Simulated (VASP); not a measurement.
Here is a VASP 6.6.1 calculation.

Contents of INCAR:

```
  PREC = Accurate
  ENCUT = 520
  EDIFF = 1E-6
  ISMEAR = 0
  SIGMA = 0.15
  LREAL = False
  LASPH = True
  NELM = 80
  ALGO = Normal
  ISIF = 2
  LWAVE = False
  LCHARG = False
  GGA = PS
  NBANDS = 7
```

Contents of KPOINTS:

```
regular mesh
0
Gamma
  24 24 24
```

POSCAR

```
Mg
1.0
   -1.6360828613      1.6360828613      1.7072168988
    1.6360828613     -1.6360828613      1.7072168988
    1.6360828613      1.6360828613     -1.7072168988
Mg
1
Direct
    0.0000000000      0.0000000000      0.0000000000
```

Potentials or basis: VASP PAW PBE potentials, release 64 (Mg).

Command:

```console
$ cat potpaw_PBE.64/Mg/POTCAR > POTCAR
$ mpirun -np 1 vasp_std > vasp.out
```

Task: Predict the band gap on the k mesh.

Result: Zero (bands 1 and 2 overlap by 4.74 eV).

Task: What does it give for the pressure?

Result: 11.5 GPa.

Stress tensor (GPa, compression positive):
```
11.51  0.00  0.00
 0.00 11.51  0.00
 0.00  0.00 11.42
```

Caveat: the cell differs from its parent crystal (strain -0.080 along x and y, -0.040 along z); the cell stands under pressure; the PAW data sets were made with another functional, which shifts forces and pressure a little.
